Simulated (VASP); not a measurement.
# AlRu in VASP: a series of runs, part 2 of 2

VASP 6.6.1. The steps go on from the part before.

## (3) Single point, r2SCAN (uniaxial strain along a: +3.0 %, then relaxed in part)

Input file POSCAR:

```
AlRu
1.0
    3.0719703032      0.0000000000      0.0000000000
    0.0000000000      2.9553511651      0.0000000000
    0.0000000000      0.0000000000      2.9553511651
Al Ru
1 1
Direct
    0.0000000000      0.0000000000      0.0000000000
    0.5000000000      0.5000000000      0.5000000000
```

Input file INCAR.step1:

```
  PREC = Accurate
  ENCUT = 520
  ISMEAR = 0
  SIGMA = 0.1
  LREAL = F
  LASPH = T
  NELM = 80
  NBANDS = 16
  GGA = PE
  ALGO = Normal
  EDIFF = 1E-4
  LWAVE = T
  LCHARG = F
```

Input file INCAR.step2:

```
  PREC = Accurate
  ENCUT = 520
  EDIFF = 1E-6
  ISMEAR = 0
  SIGMA = 0.1
  LREAL = F
  LASPH = T
  NELM = 80
  ALGO = Normal
  ISIF = 2
  LWAVE = F
  LCHARG = T
  METAGGA = R2SCAN
  LMIXTAU = T
  LELF = T
  LVHAR = T
  NBANDS = 16
  ISTART = 1
```

Input file KPOINTS:

```
regular mesh
0
Gamma
  18 18 18
```

Potentials or basis: VASP PAW PBE potentials, release 64 (Al, Ru_pv).

Launch:

```
> cat potpaw_PBE.64/Al/POTCAR potpaw_PBE.64/Ru_pv/POTCAR > POTCAR
> cp INCAR.step1 INCAR
> mpirun -np 1 vasp_std > vasp.out
> cp INCAR.step2 INCAR
> mpirun -np 1 vasp_std > vasp.out
```

OUTCAR:

```text
PREC = Accurate
   ENCUT = 520
   EDIFF = 1E-6
   ISMEAR = 0
   LREAL = F
   LASPH = T
   NELM = 80
   ISIF = 2
   METAGGA = R2SCAN
   ISTART = 1

 ion  position               nearest neighbor table
   1  0.000  0.000  0.000-   2 2.59   2 2.59   2 2.59   2 2.59   2 2.59   2 2.59   2 2.59   2 2.59

   2  0.500  0.500  0.500-   1 2.59   1 2.59   1 2.59   1 2.59   1 2.59   1 2.59   1 2.59   1 2.59

  LATTYP: Found a simple tetragonal cell.
 ALAT       =     2.9553511651
[... 647 lines left out ...]

------------------------ aborting loop because EDIFF is reached ----------------------------------------

  FORCE on cell =-STRESS in cart. coord.  units (eV):
  Direction    XX          YY          ZZ          XY          YZ          ZX
  --------------------------------------------------------------------------------------
  -------------------------------------------------------------------------------------
  Total       -1.1549196      0.0209217      0.0209217      0.0000000      0.0000000      0.0000000
  in kB      -68.9647428      1.2493164      1.2493164      0.0000000      0.0000000      0.0000000
  external PRESSURE =     -22.1553700 kB  Pullay stress =       0.0000000 kB

 VOLUME and BASIS-vectors are now :
 -----------------------------------------------------------------------------
  energy-cutoff  :      520.00
  volume of cell :       26.83
      direct lattice vectors                 reciprocal lattice vectors
     3.071970303  0.000000000  0.000000000     0.325523980  0.000000000  0.000000000
     0.000000000  2.955351165  0.000000000     0.000000000  0.338369264  0.000000000
     0.000000000  0.000000000  2.955351165     0.000000000  0.000000000  0.338369264

 POSITION                                       TOTAL-FORCE (eV/Angst)
 -----------------------------------------------------------------------------------
      0.00000      0.00000      0.00000         0.000000      0.000000      0.000000
      1.53599      1.47768      1.47768         0.000000      0.000000      0.000000
 -----------------------------------------------------------------------------------
    total drift:                                0.000000     -0.000000     -0.000000

  FREE ENERGIE OF THE ION-ELECTRON SYSTEM (eV)
  ---------------------------------------------------
  free  energy   TOTEN  =       -33.5979691496 eV

  energy  without entropy=      -33.5902929673  energy(sigma->0) =      -33.59413106
```

OUTCAR.step1:

```text
PREC = Accurate
   ENCUT = 520
   ISMEAR = 0
   LREAL = F
   LASPH = T
[... 679 lines left out ...]
 -----------------------------------------------------------------------------------
      0.00000      0.00000      0.00000         0.000000      0.000000      0.000000
      1.53599      1.47768      1.47768         0.000000      0.000000      0.000000
 -----------------------------------------------------------------------------------
    total drift:                                0.000000     -0.000000     -0.000000

  FREE ENERGIE OF THE ION-ELECTRON SYSTEM (eV)
  ---------------------------------------------------
  free  energy   TOTEN  =       -14.2482047977 eV

  energy  without entropy=      -14.2403578529  energy(sigma->0) =      -14.24428133
```

OSZICAR.step1:

```text
N       E                     dE             d eps       ncg     rms          rms(c)
DAV:   1     0.115407941888E+03    0.11541E+03   -0.91175E+03 17968   0.986E+02
DAV:   2    -0.130484859140E+02   -0.12846E+03   -0.12232E+03 20712   0.292E+02
DAV:   3    -0.149074011977E+02   -0.18589E+01   -0.18528E+01 22768   0.366E+01
DAV:   4    -0.149209138215E+02   -0.13513E-01   -0.13492E-01 21832   0.329E+00
DAV:   5    -0.149211116228E+02   -0.19780E-03   -0.19758E-03 21632   0.384E-01    0.122E+01
DAV:   6    -0.143351731769E+02    0.58594E+00   -0.23029E+00 19160   0.163E+01    0.235E+00
DAV:   7    -0.142638941672E+02    0.71279E-01   -0.18160E-01 18560   0.476E+00    0.206E+00
DAV:   8    -0.142484400678E+02    0.15454E-01   -0.18206E-02 21144   0.113E+00    0.193E-01
DAV:   9    -0.142482114216E+02    0.22865E-03   -0.39676E-04 21760   0.179E-01    0.126E-01
DAV:  10    -0.142482047977E+02    0.66239E-05   -0.27745E-05 11152   0.581E-02
   1 F= -.14248205E+02 E0= -.14244281E+02  d E =-.784694E-02
```

It took 6.2 min on 1 thread of Intel Xeon Platinum 8488C (Sapphire Rapids), shared host; peak memory 0.33 GiB.

What came out:

```yaml
Free_energy: -33.5980 eV
Pressure: -2.2 GPa
Band_gap_on_the_k_mesh: zero (an odd number of electrons rules out a gap without spin polarisation)
```

Levels at points of the mesh, in eV from the Fermi level:
| k point | band 6 | band 7 | band 8 | band 9 | band 10 | band 11 | band 12 | band 13 |
| --- | --- | --- | --- | --- | --- | --- | --- | --- |
| (0.00, 0.00, 0.00) | -3.66 | 0.09 | 0.09 | 0.35 | 5.68 | 6.93 | 6.93 | 10.35 |
| (0.50, 0.00, 0.00) | -2.90 | -1.52 | -1.52 | 0.56 | 2.05 | 7.79 | 10.35 | 11.96 |
| (0.00, 0.50, 0.00) | -2.74 | -2.01 | -1.52 | 0.38 | 2.73 | 7.71 | 10.35 | 10.91 |
| (0.50, 0.50, 0.00) | -1.69 | -1.40 | -1.16 | -1.06 | 1.61 | 5.50 | 6.62 | 10.35 |
| (0.00, 0.50, 0.50) | -1.49 | -1.49 | -1.32 | -1.32 | 1.88 | 6.00 | 6.92 | 10.35 |
| (0.50, 0.50, 0.50) | -4.88 | 1.67 | 1.96 | 3.19 | 4.15 | 4.41 | 4.41 | 8.74 |

Caveat: the cell differs from its parent crystal (uniaxial strain along a: +3.0 %, then relaxed in part); the PAW data sets were made with another functional, which shifts forces and pressure a little.

## (4) Relaxation of cell and atoms, r2SCAN

This run uses another cell than the first one, of 13.27 Å³/atom.

Input file POSCAR:

```
AlRu
1.0
    2.9824954400      0.0000000000      0.0000000000
    0.0000000000      2.9824954400      0.0000000000
    0.0000000000      0.0000000000      2.9824954400
Al Ru
1 1
Direct
    0.0000000000      0.0000000000      0.0000000000
    0.5000000000      0.5000000000      0.5000000000
```

Input file INCAR.step1:

```
SYSTEM = AlRu
PREC = Accurate
ENCUT = 600
ISMEAR = 0
SIGMA = 0.1
LREAL = .False.
LASPH = .True.
NELM = 60
GGA = PE
ALGO = Normal
EDIFF = 1E-4
LWAVE = .True.
LCHARG = .False.
```

Input file INCAR.step2:

```
SYSTEM = AlRu
PREC = Accurate
ENCUT = 600
EDIFF = 1E-6
ISMEAR = 0
SIGMA = 0.1
LREAL = .False.
LASPH = .True.
NELM = 60
ALGO = Normal
ISIF = 3
LWAVE = .False.
LCHARG = .False.
METAGGA = R2SCAN
LMIXTAU = .True.
IBRION = 2
NSW = 100
EDIFFG = -0.005
ISTART = 1
```

Input file KPOINTS:

```
Automatic mesh
0
Gamma
  14 14 14
  0 0 0
```

Launch:

```
> cat potpaw_PBE.64/Al/POTCAR potpaw_PBE.64/Ru_pv/POTCAR > POTCAR
> cp INCAR.step1 INCAR
> mpirun -np 1 vasp_std > vasp.out
> cp INCAR.step2 INCAR
> mpirun -np 1 vasp_std > vasp.out
```

Run time: 5.1 min. Hardware: 1 thread of Intel Xeon Platinum 8259CL at 2.50GHz (Skylake/Cascade Lake), shared host; peak memory 0.18 GiB.

It converged, with:

- Free energy: -33.6068 eV
- Relaxed volume: 13.27 Å³/atom
- Relaxed cell: a = 2.983 Å, b = 2.983 Å, c = 2.983 Å, α = 90.00°, β = 90.00°, γ = 90.00°
- Space group after relaxing (to 0.1 Å): Pm-3m (No. 221)
- Energy gained by relaxing: 0.0 meV/atom
- Ionic steps: 3
- Pressure after relaxing: 0.0 GPa
- Band gap on the k mesh: zero (an odd number of electrons rules out a gap without spin polarisation)

Final structure:
```
Al Ru
1.0
     2.98324    0.00000    0.00000
     0.00000    2.98324    0.00000
     0.00000    0.00000    2.98324
Al Ru
1 1
Direct
  0.00000 0.00000 0.00000
  0.50000 0.50000 0.50000
```

Levels at points of the mesh, in eV from the Fermi level:
```csv
k point,band 6,band 7,band 8,band 9,band 10,band 11,band 12
"(0.00, 0.00, 0.00)",-3.73,0.17,0.17,0.17,6.55,6.55,6.55
"(0.50, 0.00, 0.00)",-2.84,-1.71,-1.71,0.44,2.54,7.73,10.37
"(0.50, 0.50, 0.00)",-1.49,-1.49,-1.26,-1.26,1.74,5.71,6.85
"(0.50, 0.50, 0.50)",-4.97,1.84,1.84,3.25,4.34,4.34,4.34
```

Caveat: the PAW data sets were made with another functional, which shifts forces and pressure a little.

## (5) Overview

| task | cell | k mesh | cutoff (eV) | gap on the mesh (eV) | pressure (GPa) |
| --- | --- | --- | --- | --- | --- |
| single point | a = 3.027, b = 2.971, c = 2.971 Å, 2 atoms | 18 × 18 × 18 | 520 | none | -1.5 |
| single point | a = 3.072, b = 2.955, c = 2.955 Å, 2 atoms | 18 × 18 × 18 | 520 | none | -2.2 |
| relaxation of cell and atoms | relaxed from a = 2.982 Å, 2 atoms | 14 × 14 × 14 | 600 | none | 0.0 |

Alike in all rows: level r2SCAN; potentials or basis VASP PAW PBE potentials, release 64 (Al, Ru_pv); no spin polarisation; smearing gaussian 0.1 eV.

Caveats: the PAW data sets were made with another functional, which shifts forces and pressure a little.

Total energies depend on the potentials used, so only differences within one code and one set of settings carry meaning.
